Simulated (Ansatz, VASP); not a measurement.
**One calculation of TiSiTe4, two programs**

INCAR

```
SYSTEM = TiSiTe4
  ALGO = Normal
  EDIFF = 1E-7
  EDIFFG = -0.04
  ENCUT = 600
  GGA = PE
  IBRION = 2
  ISIF = 3
  ISMEAR = 0
  LASPH = .True.
  LCHARG = .False.
  LREAL = .False.
  LWAVE = .False.
  NELM = 80
  NSW = 90
  PREC = Accurate
  SIGMA = 0.1
```

The input KPOINTS:

```
k-points
0
Gamma
  6 6 2
  0 0 0
```

The input POSCAR:

```
TiSiTe4
1.0
    4.3443409700      0.0000000000      0.0000000000
   -2.1721704800      3.7623096400      0.0000000000
    0.0000000000      0.0000000000     10.0011608500
Ti Si Te
1 1 4
Direct
    0.0000000000      0.0000000000      0.8736953100
    0.0000000000      0.0000000000      0.4404636000
    0.3333333300      0.6666666700      0.4232875200
    0.6666666700      0.3333333300      0.4232875200
    0.3333333300      0.6666666700      0.9329338500
    0.6666666700      0.3333333300      0.9329338500
```

Input for Ansatz:

```yaml
crystal:
  lattice:
    - [4.34434097, 0.0, 0.0]
    - [-2.17217048, 3.76230964, 0.0]
    - [0.0, 0.0, 10.00116085]
  atoms:
    - { symbol: Ti, position: [0.0, 0.0, 0.87369531] }
    - { symbol: Si, position: [0.0, 0.0, 0.4404636] }
    - { symbol: Te, position: [0.33333333, 0.66666667, 0.42328752] }
    - { symbol: Te, position: [0.66666667, 0.33333333, 0.42328752] }
    - { symbol: Te, position: [0.33333333, 0.66666667, 0.93293385] }
    - { symbol: Te, position: [0.66666667, 0.33333333, 0.93293385] }
basis:
  ecutwfc: 420
kpoints:
  mp_grid: { grid: [6, 6, 2] }
hamiltonian:
  xc: pbe
scf:
  occupations: { method: gaussian, width: 0.1 }
  lower_state_search: "off"
output:
  forces: true
  stress: true
  eigenvalues: true
relax:
  adjacent_minimum: "off"
  f_tol: 0.04
  max_steps: 70
  cell: { stress_tol: 0.4 }
```

Alike in both runs: task relaxation of cell and atoms; functional PBE; k mesh 6 × 6 × 2; occupations gaussian, width 0.1 eV; no spin polarisation.

|  | VASP | Ansatz |
| --- | --- | --- |
| version | VASP 6.6.1 | Ansatz 0.2.0 |
| potentials or method | VASP PAW PBE potentials, release 64 (Ti_sv, Si, Te), cutoff 600 eV | scalar-relativistic, plane waves, PAW |
| valence electrons in the cell | 40 | 80 |

```tsv
	VASP	Ansatz	Ansatz less VASP
gap on the k mesh at the Fermi level, each at its own relaxed structure (eV)	none	none	-
relaxed volume (Å³/atom)	26.40	30.83	+4.424
relaxed length of the cell vector where the two differ most in proportion (Å)	6.319	8.061	+1.7420
```

A gap of «none» marks a metal or a gap that the smearing closes. One of these differences is far larger than is usual between the two programs; its cause wasn't traced. VASP's potentials hold 40 valence electrons a cell and Ansatz's 80, so a difference there can come from the potentials and not from the codes.

Spin-orbit coupling is off throughout.
